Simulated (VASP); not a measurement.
# MgO (Fm-3m) in VASP: a series of runs

MgO is run at these levels: r2SCAN; tasks: relaxation of cell and atoms.

Program: VASP 6.6.1. These are calculated values, not measurements. Logs are shortened: lines on timing, memory, paths and dates and some standing lists are left out, and cuts for length are marked.

## (1) The cell of the first run

The structure is cubic, space group Fm-3m (No. 225). The conventional cell has a = 4.204 Å, b = 4.204 Å, c = 4.204 Å, α = 90.00°, β = 90.00°, γ = 90.00°. Within 2.8 Å of Mg (site symmetry m-3m) lie 6 O at 2.10 Å. Within 2.8 Å of O (site symmetry m-3m) lie 6 Mg at 2.10 Å.

## (2) Relaxation of cell and atoms, r2SCAN, target pressure 7 GPa, at which the enthalpy is minimised

POSCAR reads:

```
MgO
1.0
    0.0000000000      2.1021666359      2.1021666359
    2.1021666359      0.0000000000      2.1021666359
    2.1021666359      2.1021666359      0.0000000000
Mg O
1 1
Direct
    0.0000000000      0.0000000000      0.0000000000
    0.5000000000      0.5000000000      0.5000000000
```

INCAR.step1 reads:

```
  PREC = Accurate
  ENCUT = 600
  ISMEAR = 0
  SIGMA = 0.01
  LREAL = F
  LASPH = T
  NELM = 80
  GGA = PE
  ALGO = Normal
  EDIFF = 1E-4
  LWAVE = T
  LCHARG = F
```

INCAR.step2 reads:

```
  PREC = Accurate
  ENCUT = 600
  EDIFF = 1E-6
  ISMEAR = 0
  SIGMA = 0.01
  LREAL = F
  LASPH = T
  NELM = 80
  ALGO = Normal
  ISIF = 3
  LWAVE = F
  LCHARG = F
  METAGGA = R2SCAN
  LMIXTAU = T
  IBRION = 2
  NSW = 100
  EDIFFG = -0.002
  PSTRESS = 70.0
  ISTART = 1
```

KPOINTS reads:

```
Automatic mesh
0
Gamma
  10 10 10
```

Potentials or basis: VASP PAW PBE potentials, release 64 (Mg, O).

On the command line:

```console
> cat potpaw_PBE.64/Mg/POTCAR potpaw_PBE.64/O/POTCAR > POTCAR
> cp INCAR.step1 INCAR
> mpirun -np 1 vasp_std > vasp.out
> cp INCAR.step2 INCAR
> mpirun -np 1 vasp_std > vasp.out
```

OUTCAR:

```text
PREC = Accurate
   ENCUT = 600
   EDIFF = 1E-6
   ISMEAR = 0
   LREAL = F
   LASPH = T
   NELM = 80
   ISIF = 3
   METAGGA = R2SCAN
   IBRION = 2
   NSW = 100
   EDIFFG = -0.002
   PSTRESS = 70.0
   ISTART = 1

 ion  position               nearest neighbor table
   1  0.000  0.000  0.000-   2 2.10   2 2.10   2 2.10   2 2.10   2 2.10   2 2.10
   2  0.500  0.500  0.500-   1 2.10   1 2.10   1 2.10   1 2.10   1 2.10   1 2.10

  LATTYP: Found a face centered cubic cell.
 ALAT       =     4.2043332718

  Lattice vectors:

 A1 = (   0.0000000000,   2.1021666359,   2.1021666359)
 A2 = (   2.1021666359,   0.0000000000,   2.1021666359)
 A3 = (   2.1021666359,   2.1021666359,   0.0000000000)

Analysis of symmetry for initial positions (statically):
=====================================================================
 Subroutine PRICEL returns:
 Original cell was already a primitive cell.

 Routine SETGRP: Setting up the symmetry group for a
 face centered cubic supercell.

 Subroutine GETGRP returns: Found 48 space group operations
 (whereof 48 operations were pure point group operations)
 out of a pool of 48 trial point group operations.

The static configuration has the point symmetry O_h .

Analysis of symmetry for dynamics (positions and initial velocities):
=====================================================================
 Subroutine PRICEL returns:
 Original cell was already a primitive cell.

 Routine SETGRP: Setting up the symmetry group for a
 face centered cubic supercell.

 Subroutine GETGRP returns: Found 48 space group operations
 (whereof 48 operations were pure point group operations)
 out of a pool of 48 trial point group operations.

The dynamic configuration has the point symmetry O_h .

 Subroutine INISYM returns: Found 48 space group operations
 (whereof 48 operations are pure point group operations),
 and found     1 'primitive' translations

----------------------------------------------------------------------------------------

                                     Primitive cell

  volume of cell :      18.5794

  direct lattice vectors                    reciprocal lattice vectors
     0.000000000  2.102166636  2.102166636    -0.237849841  0.237849841  0.237849841
     2.102166636  0.000000000  2.102166636     0.237849841 -0.237849841  0.237849841
[... 91 lines left out ...]
   ISIF   =      3    stress and relaxation
   ISYM   =      2    0-nonsym 1-usesym 2-fastsym
   POTIM  = 0.5000    time-step for ionic-motion
   TEBEG  =    0.0;   TEEND  =   0.0 temperature during run
   PSTRESS=   70.0 pullay stress
   NELECT =       8.0000    total number of electrons
   NUPDOWN=      -1.0000    fix difference up-down
   EMIN   =  10.00;   EMAX   =-10.00  energy-range for DOS
   EFERMI =   0.00;   METHOD = LEGACY
   ISMEAR =     0;   SIGMA  =   0.01  broadening in eV -4-tet -1-fermi 0-gaus
   EFERMI_NEDOS =   21; number of points for ismear=-14 and -15
   IALGO  =     38    algorithm
   IMIX   =      4    mixing-type and parameters
     AMIX     =   0.40;   BMIX     =  1.00
     AMIX_MAG =   1.60;   BMIX_MAG =  1.00
  volume/ion in A,a.u.               =       9.29        62.69
  Fermi-wavevector in a.u.,A,eV,Ry     =   1.236216  2.336109 20.792831  1.528230
  Thomas-Fermi vector in A             =   2.370834
   LORBIT       =      0    0 simple, 1 ext, 2 COOP (PROOUT), +10 PAW based schemes
   METAGGA = R2SCAN    functional components
   LHFCALC =     F    Hartree Fock is set to
   AEXX    =    0.0000 exact exchange contribution
   IVDW    =     0    specifies the selected vdW correction
   LEPSILON=     F    determine dielectric tensor
   LRPA    =     F    only Hartree local field effects (RPA)
 conjugate gradient relaxation of ions
 non-spin polarized calculation
 Gauss-broadening in eV      SIGMA  =   0.01
  energy-cutoff  :      600.00
  volume of cell :       18.58
 maximum number of plane-waves:       636
   NGX = 11   NGY = 11   NGZ = 11

--------------------------------------- Ionic step        1  -------------------------------------------

 number of electron       8.0000004 magnetization

 Free energy of the ion-electron system (eV)
  ---------------------------------------------------
  ext. energy  EPLUGINS =         0.00000000
  ---------------------------------------------------
  free energy    TOTEN  =       -16.16496457 eV

  energy without entropy =      -16.16496457  energy(sigma->0) =      -16.16496457

------------------------ aborting loop because EDIFF is reached ----------------------------------------

  FORCE on cell =-STRESS in cart. coord.  units (eV):
  Direction    XX          YY          ZZ          XY          YZ          ZX
  --------------------------------------------------------------------------------------
  -------------------------------------------------------------------------------------
  Total       -0.1575663     -0.1575663     -0.1575663      0.0000000      0.0000000     -0.0000000
  in kB      -13.5875888    -13.5875888    -13.5875888      0.0000000      0.0000000     -0.0000000
  external PRESSURE =     -83.5875888 kB  Pullay stress =      70.0000000 kB
[... 63 lines left out ...]
--------------------------------------- Ionic step        3  -------------------------------------------

 number of electron       7.9999998 magnetization

 Free energy of the ion-electron system (eV)
  ---------------------------------------------------
  ext. energy  EPLUGINS =         0.00000000
  ---------------------------------------------------
  free energy    TOTEN  =       -16.15115204 eV

  energy without entropy =      -16.15115204  energy(sigma->0) =      -16.15115204

 E-fermi :   3.2572     XC(G=0): -11.8605

 val. band max:        3.1623282560   @ k =   0.0000   0.0000   0.0000
 cond. band min:       9.3083982719   @ k =   0.0000   0.0000   0.0000
 fundamental gap:      6.1460700160
 Fermi energy:         3.2572121771

 k-point     1 :       0.0000    0.0000    0.0000
  band No.  band energies     occupation
      1     -15.3080      2.00000
      2       3.1623      2.00000
      3       3.1623      2.00000
      4       3.1623      2.00000
      5       9.3084      0.00000
      6      20.3033      0.00000
      7      20.3033      0.00000
      8      20.3033      0.00000
[... 243 lines left out ...]
 k-point    24 :       0.4000    0.3000    0.0000
  band No.  band energies     occupation
      1     -13.9845      2.00000
      2      -0.5900      2.00000
      3       1.7672      2.00000
      4       1.9939      2.00000
      5      14.1541      0.00000
      6      14.6187      0.00000
      7      18.5189      0.00000
      8      23.3464      0.00000

 [... further k-points ...]
[... 5 lines left out ...]
  --------------------------------------------------------------------------------------
  -------------------------------------------------------------------------------------
  Total        0.7747205      0.7747205      0.7747205      0.0000000      0.0000000      0.0000000
  in kB       69.9517458     69.9517458     69.9517458      0.0000000      0.0000000      0.0000000
  external PRESSURE =      -0.0482542 kB  Pullay stress =      70.0000000 kB
[... 21 lines left out ...]
  energy  without entropy=      -16.1511520393  energy(sigma->0) =      -16.15115204

  enthalpy is  TOTEN    =       -15.3758971553 eV   P V=        0.7752548840

 reached required accuracy - stopping structural energy minimisation
```

OUTCAR.step1:

```text
PREC = Accurate
   ENCUT = 600
   ISMEAR = 0
   LREAL = F
   LASPH = T
[... 484 lines left out ...]
 -----------------------------------------------------------------------------------
      0.00000      0.00000      0.00000        -0.000000     -0.000000      0.000000
      2.10217      2.10217      2.10217         0.000000      0.000000      0.000000
 -----------------------------------------------------------------------------------
    total drift:                               -0.000000     -0.000000      0.000000

  FREE ENERGIE OF THE ION-ELECTRON SYSTEM (eV)
  ---------------------------------------------------
  free  energy   TOTEN  =       -11.9058830179 eV

  energy  without entropy=      -11.9058830179  energy(sigma->0) =      -11.90588302
```

Wall time 50 s (1 thread of Intel Xeon Platinum 8488C (Sapphire Rapids), shared host); peak memory 0.15 GiB.

Results:

- Free energy: -16.1512 eV
- Relaxed volume: 8.87 Å³/atom
- Relaxed cell: a = 2.928 Å, b = 2.928 Å, c = 2.928 Å, α = 60.00°, β = 60.00°, γ = 60.00°
- Space group after relaxing (to 0.05 Å): Fm-3m (No. 225)
- Energy change on relaxing (the enthalpy is what falls): +6.9 meV/atom
- Ionic steps: 3
- Pressure after relaxing: 7.0 GPa
- Band gap on the k mesh: 6.15 eV, direct

The path:
```csv
step,energy change (eV),largest force (eV/Å),pressure (GPa),volume (Å³)
1,0.0000,0.0000,-1.36,18.58
2,0.0399,0.0000,12.23,17.31
3,0.0138,0.0000,7.00,17.74
```

Final structure:
```cif
data_structure
_symmetry_space_group_name_H-M 'P 1'
_symmetry_Int_Tables_number 1
_cell_length_a 2.9277
_cell_length_b 2.9277
_cell_length_c 2.9277
_cell_angle_alpha 60.000
_cell_angle_beta 60.000
_cell_angle_gamma 60.000
_cell_volume 17.74
loop_
_atom_site_label
_atom_site_type_symbol
_atom_site_fract_x
_atom_site_fract_y
_atom_site_fract_z
_atom_site_occupancy
Mg1 Mg 0.00000 0.00000 0.00000 1
O1 O 0.50000 0.50000 0.50000 1
```

Caveat: the cell is relaxed towards a set pressure, so the enthalpy falls and the energy may rise; the PAW data sets were made with another functional, which shifts forces and pressure a little. r2SCAN opens gaps a little over a GGA but as a rule still falls short of measured ones.

(Part 1 of 2 ends here.)
